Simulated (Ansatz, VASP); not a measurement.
## Two plane-wave programs on GaSb

The input INCAR:

```
SYSTEM = GaSb
PREC = Accurate ; ENCUT = 500
EDIFF = 1E-6 ; ISMEAR = 0
SIGMA = 0.1 ; LREAL = .FALSE.
LASPH = .TRUE. ; NELM = 120
ALGO = Normal ; ISIF = 2
LWAVE = .FALSE. ; LCHARG = .FALSE.
GGA = PS ; NBANDS = 16
GGA_COMPAT = .FALSE.
```

KPOINTS

```
regular mesh
0
G
  4 4 4
  0 0 0
```

The input POSCAR:

```
GaSb
1.0
    0.0000000000      3.0559490768      3.0559490768
    3.0559490768      0.0000000000      3.0559490768
    3.0559490768      3.0559490768      0.0000000000
Ga Sb
1 1
Direct
    0.0000000000      0.0000000000      0.0000000000
    0.2500000000      0.2500000000      0.2500000000
```

Input for Ansatz:

```yaml
crystal:
  lattice:
    - [0.0, 3.0559490768, 3.0559490768]
    - [3.0559490768, 0.0, 3.0559490768]
    - [3.0559490768, 3.0559490768, 0.0]
  atoms:
    - { symbol: Ga, position: [0.0, 0.0, 0.0] }
    - { symbol: Sb, position: [0.25, 0.25, 0.25] }
basis:
  ecutwfc: 420
kpoints:
  mp_grid: { grid: [4, 4, 4] }
hamiltonian:
  xc: pbesol
  pseudopotentials: { kind: paw, azcp: { folder: soft_1 } }
scf:
  occupations: { method: gaussian, width: 0.1 }
output:
  forces: true
  stress: true
  eigenvalues: true
```

Alike in both runs: task single point; functional PBEsol; k mesh 4 × 4 × 4; occupations gaussian, width 0.1 eV; no spin polarisation.

|  | VASP | Ansatz |
| --- | --- | --- |
| version | VASP 6.6.1 | Ansatz 0.2.0 |
| potentials or method | VASP PAW PBE potentials, release 64 (Ga_d, Sb), cutoff 500 eV | scalar-relativistic, plane waves, PAW |
| valence electrons in the cell | 18 | 28 |

VASP gave:

```
gap on the k mesh at the Fermi level (eV) : none
pressure (GPa)                            : 0.7
```

Q: Estimate Ansatz's values.

A: gap on the k mesh at the Fermi level (eV): none; pressure (GPa): 0.6.

VASP's potentials were made for PBE, not for PBEsol, and Ansatz warns of the same on its side. A gap of «none» marks a metal or a gap that the smearing closes. VASP's potentials hold 18 valence electrons a cell and Ansatz's 28, so a difference there can come from the potentials and not from the codes.

The k mesh is coarse, so the values compare programs but aren't converged. Neither program's run includes spin-orbit coupling.
